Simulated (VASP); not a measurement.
A run of VASP 6.6.1:

Contents of INCAR:

```
SYSTEM = Sn4CO5
ALGO = Normal ; DIPOL = 0.5 0.5 0.314
EDIFF = 1E-6 ; ENCUT = 520
GGA = PE ; IDIPOL = 3
ISIF = 2 ; ISMEAR = 0
IVDW = 12 ; LASPH = .TRUE.
LCHARG = .FALSE. ; LDIPOL = .TRUE.
LREAL = .FALSE. ; LWAVE = .FALSE.
NBANDS = 56 ; NELM = 100
PREC = Accurate ; SIGMA = 0.1
```

The input KPOINTS:

```
k-points
0
G
  7 5 1
  0 0 0
```

The input POSCAR:

```
Sn4CO5
1.0
    3.8363720907      0.0000000000      0.0000000000
    0.0000000000      6.1139356269      0.0000000000
    0.0000000000      0.0000000000     23.5716647277
O Sn C
5 4 1
Direct
    0.0000000000      0.3937311019      0.1696952696
    0.5000000000      0.5905966528      0.2330578881
    0.0000000000      0.7891442682      0.2961091540
    0.5000000000      0.9914786557      0.3572791665
    1.0000000000      0.9914786557      0.4887930004
    0.5000000000      0.2462583270      0.2005207373
    0.0000000000      0.7380694276      0.2022324204
    0.5000000000      0.6484830792      0.3298598435
    0.0000000000      0.1189669824      0.3265941608
    1.0000000000      0.9914786557      0.5375803904
```

Potentials or basis: VASP PAW PBE potentials, release 64 (O, Sn_d, C).

Launch:

```console
$ cat potpaw_PBE.64/O/POTCAR potpaw_PBE.64/Sn_d/POTCAR potpaw_PBE.64/C/POTCAR > POTCAR
$ mpirun -np 1 vasp_std > vasp.out
```

Hardware: 1 thread of Oxide Virtual Turin-like Processor, with other jobs on the host.

Q: How long does it take, and how much memory?

A: Run time: 14 min on 1 thread of Oxide Virtual Turin-like Processor, with other jobs on the host, peak memory 0.71 GiB. Counts: scf iterations 26, k points 12.
